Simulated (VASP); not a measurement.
# KI (Pm-3m) in VASP: notebook, part 2 of 2

VASP 6.6.1.

## (4) Single point, PBE (volume changed by -5%)

File INCAR:

```
SYSTEM = KI
ALGO = Normal ; EDIFF = 1E-6
ENCUT = 520 ; GGA = PE
ISIF = 2 ; ISMEAR = 0
LASPH = .TRUE. ; LCHARG = .FALSE.
LREAL = .FALSE. ; LWAVE = .FALSE.
NBANDS = 15 ; NELM = 100
PREC = Accurate ; SIGMA = 0.01
```

File KPOINTS:

```
k-points
0
G
  4 4 4
  0 0 0
```

File POSCAR:

```
KI
1.0
    4.2183410350      0.0000000000      0.0000000000
    0.0000000000      4.2183410350      0.0000000000
    0.0000000000      0.0000000000      4.2183410350
K I
1 1
Direct
    0.0000000000      0.0000000000      0.0000000000
    0.5000000000      0.5000000000      0.5000000000
```

Run with:

```
cat potpaw_PBE.64/K_sv/POTCAR potpaw_PBE.64/I/POTCAR > POTCAR
mpirun -np 1 vasp_std > vasp.out
```

Run time: 4.5 s. Hardware: 1 thread of Intel Xeon 6975P-C (Granite Rapids), shared host; peak memory 0.17 GiB.

Results (log left out):

| Item | Value |
| --- | --- |
| Free energy | -5.3877 eV |
| Pressure | 1.4 GPa |
| Band gap on the k mesh | 3.46 eV, indirect (least direct gap 3.85 eV) |

Levels at points of the mesh, in eV from the valence-band top:
```csv
k point,band 4,band 5,band 6,band 7,band 8,band 9,band 10,band 11,band 12,band 13
"(0.00, 0.00, 0.00)",-12.80,-11.30,-0.39,-0.39,-0.39,3.46,4.65,4.65,8.43,8.43
"(0.50, 0.00, 0.00)",-12.79,-10.93,-2.48,-0.32,-0.32,5.62,6.13,7.00,7.30,8.77
"(0.50, 0.50, 0.00)",-12.78,-10.90,-1.85,-1.85,0.00,3.86,5.70,6.77,6.77,9.32
"(0.50, 0.50, 0.50)",-12.88,-10.70,-1.82,-1.82,-1.82,5.65,5.65,5.65,9.02,9.02
```

Caveat: spin-orbit coupling is left out, which moves the levels of the heavy elements. A k mesh can miss the band edges.

## (5) Single point, PBE (volume changed by +5%)

File INCAR:

```
PREC     = Accurate       # precision mode
ENCUT    = 520            # plane-wave cutoff, eV
EDIFF    = 1E-6           # SCF threshold, eV
ISMEAR   = 0              # smearing method
SIGMA    = 0.01           # smearing width, eV
LREAL    = False          # projectors in reciprocal space
LASPH    = True           # aspherical terms in the spheres
NELM     = 100            # most SCF steps
ALGO     = Normal         # electronic algorithm
ISIF     = 2              # what is computed and relaxed
LWAVE    = False          # write WAVECAR
LCHARG   = False          # write CHGCAR
GGA      = PE             # functional
NBANDS   = 15             # bands
```

File KPOINTS:

```
Automatic mesh
0
Gamma
  4 4 4
```

File POSCAR:

```
KI
1.0
    4.3614435147      0.0000000000      0.0000000000
    0.0000000000      4.3614435147      0.0000000000
    0.0000000000      0.0000000000      4.3614435147
K I
1 1
Direct
    0.0000000000      0.0000000000      0.0000000000
    0.5000000000      0.5000000000      0.5000000000
```

Run with:

```
cat potpaw_PBE.64/K_sv/POTCAR potpaw_PBE.64/I/POTCAR > POTCAR
mpirun -np 1 vasp_std > vasp.out
```

It took 4.7 s on 1 thread of Intel Xeon 6975P-C (Granite Rapids), shared host; peak memory 0.18 GiB.

Results (log left out):

```
Free energy            : -5.4182 eV
Pressure               : -0.1 GPa
Band gap on the k mesh : 3.21 eV, indirect (least direct gap 3.54 eV)
```

Levels at points of the mesh, in eV from the valence-band top:
| k point | band 6 | band 7 | band 8 | band 9 | band 10 | band 11 |
| --- | --- | --- | --- | --- | --- | --- |
| (0.00, 0.00, 0.00) | -0.33 | -0.33 | -0.33 | 3.21 | 4.85 | 4.85 |
| (0.50, 0.00, 0.00) | -2.12 | -0.26 | -0.26 | 5.36 | 6.21 | 6.80 |
| (0.50, 0.50, 0.00) | -1.59 | -1.59 | 0.00 | 3.95 | 5.68 | 6.80 |
| (0.50, 0.50, 0.50) | -1.52 | -1.52 | -1.52 | 5.60 | 5.60 | 5.60 |

Caveat: spin-orbit coupling is left out, which moves the levels of the heavy elements. A k mesh can miss the band edges.

## (6) Single point, PBE (volume changed by +10%)

File INCAR:

```
SYSTEM = KI
PREC = Accurate
ENCUT = 520
EDIFF = 1E-7
ISMEAR = 0
SIGMA = 0.01
LREAL = .FALSE.
LASPH = .TRUE.
NELM = 60
ALGO = Normal
ISIF = 2
LWAVE = .FALSE.
LCHARG = .FALSE.
GGA = PE
NBANDS = 15
```

File KPOINTS:

```
Automatic mesh
0
G
  4 4 4
  0 0 0
```

File POSCAR:

```
KI
1.0
    4.4296020787      0.0000000000      0.0000000000
    0.0000000000      4.4296020787      0.0000000000
    0.0000000000      0.0000000000      4.4296020787
K I
1 1
Direct
    0.0000000000      0.0000000000      0.0000000000
    0.5000000000      0.5000000000      0.5000000000
```

Potentials or basis: VASP PAW PBE potentials, release 64 (K_sv, I).

Run with:

```
cat potpaw_PBE.64/K_sv/POTCAR potpaw_PBE.64/I/POTCAR > POTCAR
mpirun -np 1 vasp_std > vasp.out
```

OUTCAR:

```text
SYSTEM = KI
   PREC = Accurate
   ENCUT = 520
   EDIFF = 1E-7
   ISMEAR = 0
   LREAL = .FALSE.
   LASPH = .TRUE.
   NELM = 60
   ISIF = 2
   GGA = PE

 ion  position               nearest neighbor table
   1  0.000  0.000  0.000-
   2  0.500  0.500  0.500-

  LATTYP: Found a simple cubic cell.
 ALAT       =     4.4296020787

  Lattice vectors:

 A1 = (   4.4296020787,   0.0000000000,   0.0000000000)
 A2 = (   0.0000000000,   4.4296020787,   0.0000000000)
 A3 = (   0.0000000000,   0.0000000000,   4.4296020787)

Analysis of symmetry for initial positions (statically):
=====================================================================
 Subroutine PRICEL returns:
 Original cell was already a primitive cell.

 Routine SETGRP: Setting up the symmetry group for a
 simple cubic supercell.

 Subroutine GETGRP returns: Found 48 space group operations
 (whereof 48 operations were pure point group operations)
 out of a pool of 48 trial point group operations.

The static configuration has the point symmetry O_h .
[... 156 lines left out ...]
      1     -29.1900      2.00000
      2     -12.6408      2.00000
      3     -12.6408      2.00000
      4     -12.6408      2.00000
      5     -10.6261      2.00000
      6      -0.0080      2.00000
      7      -0.0080      2.00000
      8      -0.0080      2.00000
      9       3.4097      0.00000
     10       5.2303      0.00000
     11       5.2303      0.00000
     12       8.5559      0.00000
     13       8.5559      0.00000
     14       8.5559      0.00000
[... 149 lines left out ...]
      2     -12.6871      2.00000
      3     -12.6871      2.00000
      4     -12.6871      2.00000
      5     -10.2312      2.00000
      6      -1.0919      2.00000
      7      -1.0919      2.00000
      8      -1.0919      2.00000
      9       5.8757      0.00000
     10       5.8757      0.00000
     11       5.8757      0.00000
     12       8.7879      0.00000
     13       8.7879      0.00000
     14       8.7879      0.00000
     15       8.9065      0.00000

------------------------ aborting loop because EDIFF is reached ----------------------------------------

  FORCE on cell =-STRESS in cart. coord.  units (eV):
  Direction    XX          YY          ZZ          XY          YZ          ZX
  --------------------------------------------------------------------------------------
  -------------------------------------------------------------------------------------
  Total       -0.3209176     -0.3209176     -0.3209176      0.0000000      0.0000000     -0.0000000
  in kB       -5.9157522     -5.9157522     -5.9157522      0.0000000      0.0000000     -0.0000000
  external PRESSURE =      -5.9157522 kB  Pullay stress =       0.0000000 kB

 VOLUME and BASIS-vectors are now :
 -----------------------------------------------------------------------------
  energy-cutoff  :      520.00
  volume of cell :       86.91
      direct lattice vectors                 reciprocal lattice vectors
     4.429602079  0.000000000  0.000000000     0.225753912  0.000000000  0.000000000
     0.000000000  4.429602079  0.000000000     0.000000000  0.225753912  0.000000000
     0.000000000  0.000000000  4.429602079     0.000000000  0.000000000  0.225753912

 POSITION                                       TOTAL-FORCE (eV/Angst)
 -----------------------------------------------------------------------------------
      0.00000      0.00000      0.00000         0.000000      0.000000      0.000000
      2.21480      2.21480      2.21480         0.000000      0.000000      0.000000
 -----------------------------------------------------------------------------------
    total drift:                                0.000000      0.000000      0.000000

  FREE ENERGIE OF THE ION-ELECTRON SYSTEM (eV)
  ---------------------------------------------------
  free  energy   TOTEN  =        -5.4098658399 eV

  energy  without entropy=       -5.4098658399  energy(sigma->0) =       -5.40986584
```

It took 7.3 s on 1 thread of Intel Xeon 6975P-C (Granite Rapids), shared host; peak memory 0.2 GiB.

Results:

```yaml
Free_energy: -5.4099 eV
Pressure: -0.6 GPa
Band_gap_on_the_k_mesh: 3.11 eV, indirect (least direct gap 3.42 eV)
```

Caveat: spin-orbit coupling is left out, which moves the levels of the heavy elements.

## (7) The runs side by side

```tsv
cell	gap on the mesh (eV)	pressure (GPa)
a = 4.143 Å, 2 atoms	3.62	2.6
a = 4.291 Å, 2 atoms	3.33	0.6
a = 4.218 Å, 2 atoms	3.46	1.4
a = 4.361 Å, 2 atoms	3.21	-0.1
a = 4.430 Å, 2 atoms	3.11	-0.6
```

Alike in all rows: task single point; level PBE; potentials or basis VASP PAW PBE potentials, release 64 (K_sv, I); no spin polarisation; k mesh 4 × 4 × 4; cutoff (eV) 520; smearing gaussian 0.01 eV.

Caveats: spin-orbit coupling is left out, which moves the levels of the heavy elements.

Absolute energies hang on the potentials; compare differences alone.
